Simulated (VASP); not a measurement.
# SnSe2 (P-3m1) in VASP: a series of runs

SnSe2 is run at these levels: LDA, PBEsol, r2SCAN; tasks: electric field gradients.

Program: VASP 6.6.1. These are calculated values, not measurements. Logs are shortened: lines on timing, memory, paths and dates and some standing lists are left out, and cuts for length are marked.

### Step 1. The cell of the first run

It takes space group P-3m1 (No. 164, trigonal). Conventional cell: a = 3.811 Å, b = 3.811 Å, c = 6.136 Å, α = 90.00°, β = 90.00°, γ = 120.00°. Sn (site symmetry -3m) has 6 Se at 2.72 Å within 3.6 Å. Se (site symmetry 3m) has 3 Sn at 2.72 Å within 3.6 Å.

### Step 2. Electric field gradients, LDA

The input, INCAR:

```
SYSTEM = SnSe2
PREC = Accurate
ENCUT = 520
EDIFF = 1E-8
ISMEAR = -1
SIGMA = 0.02
LREAL = .False.
LASPH = .True.
NELM = 80
ALGO = Normal
ISIF = 2
LWAVE = .False.
LCHARG = .False.
LEFG = .True.
NBANDS = 20
```

The input, KPOINTS:

```
Automatic mesh
0
Gamma
  13 13 7
  0 0 0
```

The input, POSCAR:

```
SnSe2
1.0
    3.8110000000      0.0000000000      0.0000000000
   -1.9055000000      3.3004228138      0.0000000000
    0.0000000000      0.0000000000      6.1360000000
Sn Se
1 2
Direct
    0.0000000000      0.0000000000      0.0000000000
    0.3333333333      0.6666666667      0.2617028904
    0.6666666667      0.3333333333      0.7382971096
```

Potentials or basis: VASP PAW LDA potentials, release 64 (Sn_d, Se).

Command:

```console
> cat potpaw_LDA.64/Sn_d/POTCAR potpaw_LDA.64/Se/POTCAR > POTCAR
> mpirun -np 1 vasp_std > vasp.out
```

OUTCAR:

```text
SYSTEM = SnSe2
   PREC = Accurate
   ENCUT = 520
   EDIFF = 1E-8
   ISMEAR = -1
   LREAL = .False.
   LASPH = .True.
   NELM = 80
   ISIF = 2

 ion  position               nearest neighbor table
   1  0.000  0.000  0.000-   2 2.72   3 2.72   2 2.72   3 2.72   3 2.72   2 2.72
   2  0.333  0.667  0.262-   1 2.72   1 2.72   1 2.72
   3  0.667  0.333  0.738-   1 2.72   1 2.72   1 2.72

  LATTYP: Found a hexagonal cell.
 ALAT       =     3.8110000000
 C/A-ratio  =     1.6100760955

  Lattice vectors:

 A1 = (   3.8110000000,   0.0000000000,   0.0000000000)
 A2 = (  -1.9055000000,   3.3004228138,   0.0000000000)
 A3 = (   0.0000000000,   0.0000000000,   6.1360000000)

Analysis of symmetry for initial positions (statically):
=====================================================================
 Subroutine PRICEL returns:
 Original cell was already a primitive cell.

 Routine SETGRP: Setting up the symmetry group for a
 hexagonal supercell.

 Subroutine GETGRP returns: Found 12 space group operations
 (whereof 12 operations were pure point group operations)
 out of a pool of 24 trial point group operations.

The static configuration has the point symmetry D_3d.

Analysis of symmetry for dynamics (positions and initial velocities):
=====================================================================
 Subroutine PRICEL returns:
 Original cell was already a primitive cell.

 Routine SETGRP: Setting up the symmetry group for a
 hexagonal supercell.

 Subroutine GETGRP returns: Found 12 space group operations
 (whereof 12 operations were pure point group operations)
 out of a pool of 24 trial point group operations.

The dynamic configuration has the point symmetry D_3d.

 Subroutine INISYM returns: Found 12 space group operations
 (whereof 12 operations are pure point group operations),
 and found     1 'primitive' translations

----------------------------------------------------------------------------------------

                                     Primitive cell

  volume of cell :      77.1781

  direct lattice vectors                    reciprocal lattice vectors
     3.811000000  0.000000000  0.000000000     0.262398321  0.151495741  0.000000000
    -1.905500000  3.300422814  0.000000000     0.000000000  0.302991482  0.000000000
     0.000000000  0.000000000  6.136000000     0.000000000  0.000000000  0.162972621

  length of vectors
     3.811000000  3.811000000  6.136000000     0.302991482  0.302991482  0.162972621

  position of ions in fractional coordinates (direct lattice)
     0.000000000  0.000000000  0.000000000
     0.333333333  0.666666667  0.261702890
     0.666666667  0.333333333  0.738297110

  ion indices of the primitive-cell ions
   primitive index   ion index
                 1           1
                 2           2
                 3           3

----------------------------------------------------------------------------------------

 KPOINTS: Automatic mesh

Automatic generation of k-mesh.
 Grid dimensions read from file:
 generate k-points for:   13   13    7

 Generating k-lattice:

  Cartesian coordinates                     Fractional coordinates (reciprocal lattice)
     0.020184486  0.011653519  0.000000000     0.076923077 -0.000000000  0.000000000
     0.000000000  0.023307037  0.000000000     0.000000000  0.076923077  0.000000000
     0.000000000  0.000000000  0.023281803     0.000000000  0.000000000  0.142857143

  Length of vectors
     0.023307037  0.023307037  0.023281803

  Shift w.r.t. Gamma in fractional coordinates (k-lattice)
     0.000000000  0.000000000  0.000000000

 Subroutine IBZKPT returns following result:
 ===========================================

 Found    126 irreducible k-points:

 Following reciprocal coordinates:
            Coordinates               Weight
  0.000000  0.000000  0.000000      1.000000
  0.076923 -0.000000  0.000000      6.000000
  0.153846 -0.000000  0.000000      6.000000
  0.230769 -0.000000  0.000000      6.000000
  0.307692 -0.000000  0.000000      6.000000
  0.384615 -0.000000  0.000000      6.000000
[... 16 lines left out ...]
  0.076923 -0.000000  0.142857      6.000000
  0.000000  0.076923  0.142857      6.000000
 [... further k-points ...]
   k-points           NKPTS =    126   k-points in BZ     NKDIM =    126   number of bands    NBANDS=     20
   number of dos      NEDOS =    301   number of ions     NIONS =      3
   total plane-waves  NPLWV =  37632
   dimension x,y,z NGX =    28 NGY =   28 NGZ =   48
   dimension x,y,z NGXF=    56 NGYF=   56 NGZF=   96
   ions per type =               1   2
   NGX,Y,Z   is equivalent  to a cutoff of  12.21, 12.21, 13.00 a.u.
   NGXF,Y,Z  is equivalent  to a cutoff of  24.43, 24.43, 26.01 a.u.
 SYSTEM =  SnSe2
   PREC   = accura    normal or accurate (medium, high low for compatibility)
   ISTART =      0    job   : 0-new  1-cont  2-samecut
   ICHARG =      2    charge: 1-file 2-atom 10-const
   ISPIN  =      1    spin polarized calculation?
   LNONCOLLINEAR =      F non collinear calculations
   LSORBIT =      F    spin-orbit coupling
   LASPH  =      T    aspherical Exc in radial PAW
   ENCUT  =  520.0 eV  38.22 Ry    6.18 a.u.   7.09  7.09 11.41*2*pi/ulx,y,z
   NELM   =     80;   NELMIN=  2; NELMDL= -5     # of ELM steps
   EDIFF  = 0.1E-07   stopping-criterion for ELM
   LREAL  =      F    real-space projection
   EDIFFG = 0.1E-06   stopping-criterion for IOM
   NSW    =      0    number of steps for IOM
   IBRION =     -1    ionic relax: 0-MD 1-quasi-New 2-CG
   NFREE  =      0    steps in history (QN), initial steepest desc. (CG)
   ISIF   =      2    stress and relaxation
   ISYM   =      2    0-nonsym 1-usesym 2-fastsym
   POTIM  = 0.5000    time-step for ionic-motion
   TEBEG  =    0.0;   TEEND  =   0.0 temperature during run
   PSTRESS=    0.0 pullay stress
   NELECT =      26.0000    total number of electrons
   NUPDOWN=      -1.0000    fix difference up-down
   EMIN   =  10.00;   EMAX   =-10.00  energy-range for DOS
   EFERMI =   0.00;   METHOD = LEGACY
   ISMEAR =    -1;   SIGMA  =   0.02  broadening in eV -4-tet -1-fermi 0-gaus
   EFERMI_NEDOS =   21; number of points for ismear=-14 and -15
   IALGO  =     38    algorithm
   IMIX   =      4    mixing-type and parameters
     AMIX     =   0.40;   BMIX     =  1.00
     AMIX_MAG =   1.60;   BMIX_MAG =  1.00
  volume/ion in A,a.u.               =      25.73       173.61
  Fermi-wavevector in a.u.,A,eV,Ry     =   1.139116  2.152617 17.654722  1.297585
  Thomas-Fermi vector in A             =   2.275820
   LORBIT       =      0    0 simple, 1 ext, 2 COOP (PROOUT), +10 PAW based schemes
   GGA     = CA    functional components
   LHFCALC =     F    Hartree Fock is set to
   AEXX    =    0.0000 exact exchange contribution
   IVDW    =     0    specifies the selected vdW correction
   LEPSILON=     F    determine dielectric tensor
   LRPA    =     F    only Hartree local field effects (RPA)
 non-spin polarized calculation
  energy-cutoff  :      520.00
  volume of cell :       77.18
 maximum number of plane-waves:      2097
   NGX = 15   NGY = 15   NGZ = 23

 number of electron      26.0000008 magnetization

 Free energy of the ion-electron system (eV)
  ---------------------------------------------------
  ext. energy  EPLUGINS =         0.00000000
  ---------------------------------------------------
  free energy    TOTEN  =       -13.77691290 eV

  energy without entropy =      -13.77691258  energy(sigma->0) =      -13.77691274

 E-fermi :   4.3906     XC(G=0):  -9.8361

 val. band max:        4.1907660539   @ k =   0.0769   0.0769   0.0000
 cond. band min:       4.5886251691   @ k =   0.0000   0.4615   0.2857
 fundamental gap:      0.3978591152
 Fermi energy:         4.3905902779

 k-point     1 :       0.0000    0.0000    0.0000
  band No.  band energies     occupation
      1     -17.0329      2.00000
      2     -17.0329      2.00000
      3     -16.9910      2.00000
      4     -16.9803      2.00000
      5     -16.9803      2.00000
      6      -9.7155      2.00000
[... 12 lines left out ...]
     19      13.1829      0.00000
     20      13.1833      0.00000

 k-point     2 :       0.0769   -0.0000    0.0000
  band No.  band energies     occupation
      1     -17.0352      2.00000
      2     -17.0305      2.00000
      3     -16.9894      2.00000
      4     -16.9820      2.00000
      5     -16.9802      2.00000
      6      -9.6574      2.00000
[... 12 lines left out ...]
     19      12.4122      0.00000
     20      13.2420      0.00000

 k-point     3 :       0.1538   -0.0000    0.0000
  band No.  band energies     occupation
      1     -17.0422      2.00000
      2     -17.0244      2.00000
      3     -16.9877      2.00000
      4     -16.9831      2.00000
      5     -16.9794      2.00000
      6      -9.4866      2.00000
[... 12 lines left out ...]
     19      12.2151      0.00000
     20      13.3556      0.00000

 k-point     4 :       0.2308   -0.0000    0.0000
  band No.  band energies     occupation
      1     -17.0532      2.00000
      2     -17.0171      2.00000
      3     -16.9929      2.00000
      4     -16.9769      2.00000
      5     -16.9759      2.00000
      6      -9.2141      2.00000
[... 12 lines left out ...]
     19      12.1844      0.00000
     20      13.6686      0.00000

 k-point     5 :       0.3077   -0.0000    0.0000
  band No.  band energies     occupation
      1     -17.0658      2.00000
      2     -17.0118      2.00000
      3     -16.9983      2.00000
      4     -16.9718      2.00000
      5     -16.9676      2.00000
      6      -8.8641      2.00000
[... 12 lines left out ...]
     19      12.7903      0.00000
     20      13.8375      0.00000
[... 353 lines left out ...]
      6      -7.8111      2.00000
[... 12 lines left out ...]
     19      12.2443      0.00000
     20      13.2199      0.00000

 k-point    22 :       0.0000    0.0000    0.1429
  band No.  band energies     occupation
      1     -17.0329      2.00000
      2     -17.0329      2.00000
      3     -16.9910      2.00000
      4     -16.9803      2.00000
      5     -16.9803      2.00000
      6      -9.6786      2.00000
[... 12 lines left out ...]
     19      13.0011      0.00000
     20      13.0012      0.00000

 k-point    23 :       0.0769   -0.0000    0.1429
  band No.  band energies     occupation
      1     -17.0352      2.00000
      2     -17.0305      2.00000
      3     -16.9894      2.00000
      4     -16.9820      2.00000
      5     -16.9802      2.00000
      6      -9.6208      2.00000
[... 12 lines left out ...]
     19      12.4195      0.00000
     20      13.2606      0.00000

 k-point    24 :       0.0000    0.0769    0.1429
  band No.  band energies     occupation
      1     -17.0352      2.00000
      2     -17.0305      2.00000
      3     -16.9894      2.00000
      4     -16.9820      2.00000
      5     -16.9802      2.00000
      6      -9.6207      2.00000
[... 12 lines left out ...]
     19      12.3330      0.00000
     20      12.9474      0.00000

 [... further k-points ...]

------------------------ aborting loop because EDIFF is reached ----------------------------------------

  FORCE on cell =-STRESS in cart. coord.  units (eV):
  Direction    XX          YY          ZZ          XY          YZ          ZX
  --------------------------------------------------------------------------------------
  -------------------------------------------------------------------------------------
  Total       -0.7170785     -0.7170785     -1.2474366     -0.0000000      0.0000000      0.0000000
  in kB      -14.8861843    -14.8861843    -25.8961493     -0.0000000      0.0000000      0.0000000
  external PRESSURE =     -18.5561726 kB  Pullay stress =       0.0000000 kB

 VOLUME and BASIS-vectors are now :
 -----------------------------------------------------------------------------
  energy-cutoff  :      520.00
  volume of cell :       77.18
      direct lattice vectors                 reciprocal lattice vectors
     3.811000000  0.000000000  0.000000000     0.262398321  0.151495741  0.000000000
    -1.905500000  3.300422814  0.000000000     0.000000000  0.302991482  0.000000000
     0.000000000  0.000000000  6.136000000     0.000000000  0.000000000  0.162972621

 POSITION                                       TOTAL-FORCE (eV/Angst)
 -----------------------------------------------------------------------------------
      0.00000      0.00000      0.00000         0.000000      0.000000      0.000000
     -0.00000      2.20028      1.60581        -0.000000      0.000000     -0.236177
      1.90550      1.10014      4.53019        -0.000000     -0.000000      0.236177
 -----------------------------------------------------------------------------------
    total drift:                                0.000000      0.000000      0.000000

  FREE ENERGIE OF THE ION-ELECTRON SYSTEM (eV)
  ---------------------------------------------------
  free  energy   TOTEN  =       -13.7769128979 eV

  energy  without entropy=      -13.7769125832  energy(sigma->0) =      -13.77691274

 Electric field gradients (V/A^2)
---------------------------------------------------------------------
 ion       V_xx      V_yy      V_zz      V_xy      V_xz      V_yz
---------------------------------------------------------------------
   1      -1.033    -1.033     2.066    -0.000    -0.000     0.000
   2      22.282    22.283   -44.565     0.000     0.000    -0.000
   3      22.282    22.283   -44.565     0.000     0.000    -0.000
---------------------------------------------------------------------

 Electric field gradients after diagonalization (V/A^2)
 (convention: |V_zz| > |V_xx| > |V_yy|)
----------------------------------------------------------------------
 ion       V_xx      V_yy      V_zz     asymmetry (V_yy - V_xx)/ V_zz
----------------------------------------------------------------------
   1      -1.033    -1.033     2.066       0.000
   2      22.283    22.282   -44.565       0.000
   3      22.283    22.282   -44.565       0.000
----------------------------------------------------------------------

           NMR quadrupolar parameters

 Cq : quadrupolar parameter    Cq=e*Q*V_zz/h
 eta: asymmetry parameters     (V_yy - V_xx)/ V_zz
 Q  : nuclear electric quadrupole moment in mb (millibarn)
----------------------------------------------------------------------
 ion       Cq(MHz)       eta       Q (mb)
----------------------------------------------------------------------
   1       0.005       0.000       1.000
   2      -0.108       0.000       1.000
   3      -0.108       0.000       1.000
----------------------------------------------------------------------
```

Wall time 61 s (1 thread of Intel Xeon 6975P-C (Granite Rapids), shared host); peak memory 0.29 GiB.

Results:

```
Free energy            : -13.7769 eV
Pressure               : -1.9 GPa
Largest force          : 0.236 eV/Å
Band gap on the k mesh : 0.40 eV, indirect (least direct gap 0.90 eV)
```

Forces on the atoms (eV/Å):
```
Sn   0.000  0.000  0.000
Se   0.000  0.000 -0.236
Se   0.000  0.000  0.236
```

Electric field gradients, principal values (V/Å²):
| atom | least | middle | greatest (by size) |
| --- | --- | --- | --- |
| 1 Sn | -1.033 | -1.033 | 2.066 |
| 2 Se | 22.282 | 22.283 | -44.565 |
| 3 Se | 22.282 | 22.283 | -44.565 |

Caveat: without QUAD_EFG the Cq values of the log hold for a quadrupole moment of 1 mb, not for the nuclei; spin-orbit coupling is left out, which moves the levels of the heavy elements. A k mesh can miss the band edges.

### Step 3. Electric field gradients, PBEsol

The input, INCAR:

```
PREC = Accurate
ENCUT = 520
EDIFF = 1E-8
ISMEAR = -1
SIGMA = 0.02
LREAL = F
LASPH = T
NELM = 80
ALGO = Normal
ISIF = 2
LWAVE = F
LCHARG = F
GGA = PS
LEFG = T
NBANDS = 20
```

The input, KPOINTS:

```
regular mesh
0
Gamma
  13 13 7
```

POSCAR is that of step 2.

Potentials or basis: VASP PAW PBE potentials, release 64 (Sn_d, Se).

Command:

```console
> cat potpaw_PBE.64/Sn_d/POTCAR potpaw_PBE.64/Se/POTCAR > POTCAR
> mpirun -np 1 vasp_std > vasp.out
```

OUTCAR:

```text
PREC = Accurate
   ENCUT = 520
   EDIFF = 1E-8
   ISMEAR = -1
   LREAL = F
   LASPH = T
   NELM = 80
   ISIF = 2
   GGA = PS

 ion  position               nearest neighbor table
   1  0.000  0.000  0.000-   2 2.72   3 2.72   2 2.72   3 2.72   3 2.72   2 2.72
   2  0.333  0.667  0.262-   1 2.72   1 2.72   1 2.72
   3  0.667  0.333  0.738-   1 2.72   1 2.72   1 2.72

  LATTYP: Found a hexagonal cell.
 ALAT       =     3.8110000000
 C/A-ratio  =     1.6100760955

  Lattice vectors:

 A1 = (   3.8110000000,   0.0000000000,   0.0000000000)
[... 771 lines left out ...]

 Electric field gradients (V/A^2)
---------------------------------------------------------------------
 ion       V_xx      V_yy      V_zz      V_xy      V_xz      V_yz
---------------------------------------------------------------------
   1      -0.456    -0.456     0.912    -0.000    -0.000     0.000
   2      22.149    22.148   -44.297    -0.000    -0.000     0.000
   3      22.149    22.148   -44.297    -0.000    -0.000     0.000
---------------------------------------------------------------------

 Electric field gradients after diagonalization (V/A^2)
 (convention: |V_zz| > |V_xx| > |V_yy|)
----------------------------------------------------------------------
 ion       V_xx      V_yy      V_zz     asymmetry (V_yy - V_xx)/ V_zz
----------------------------------------------------------------------
   1      -0.456    -0.456     0.912       0.000
   2      22.149    22.148   -44.297       0.000
   3      22.149    22.148   -44.297       0.000
----------------------------------------------------------------------

           NMR quadrupolar parameters

 Cq : quadrupolar parameter    Cq=e*Q*V_zz/h
 eta: asymmetry parameters     (V_yy - V_xx)/ V_zz
 Q  : nuclear electric quadrupole moment in mb (millibarn)
----------------------------------------------------------------------
 ion       Cq(MHz)       eta       Q (mb)
----------------------------------------------------------------------
   1       0.002       0.000       1.000
   2      -0.107       0.000       1.000
   3      -0.107       0.000       1.000
----------------------------------------------------------------------
```

Wall time 64 s (1 thread of Intel Xeon 6975P-C (Granite Rapids), shared host); peak memory 0.32 GiB.

Results:

```yaml
Free_energy: -12.9814 eV
Pressure: -0.3 GPa
Largest_force: 0.142 eV/Å
Band_gap_on_the_k_mesh: 0.45 eV, indirect (least direct gap 0.99 eV)
```

Forces in eV/Å, atoms in the order of the input:
```
Sn   0.000  0.000  0.000
Se   0.000  0.000 -0.142
Se   0.000  0.000  0.142
```

Stress tensor (GPa, compression positive):
```
-0.01  0.00  0.00
 0.00 -0.01  0.00
 0.00  0.00 -0.81
```

Electric field gradients, principal values (V/Å²):
| atom | least | middle | greatest (by size) |
| --- | --- | --- | --- |
| 1 Sn | -0.456 | -0.456 | 0.912 |
| 2 Se | 22.148 | 22.149 | -44.297 |
| 3 Se | 22.148 | 22.149 | -44.297 |

Caveat: without QUAD_EFG the Cq values of the log hold for a quadrupole moment of 1 mb, not for the nuclei; the PAW data sets were made with another functional, which shifts forces and pressure a little; spin-orbit coupling is left out, which moves the levels of the heavy elements; this functional lacks dispersion, which binds the layers, so the pressure and a relaxed spacing across them are unreliable. A k mesh can miss the band edges.

(Continued in part 2 of 2.)
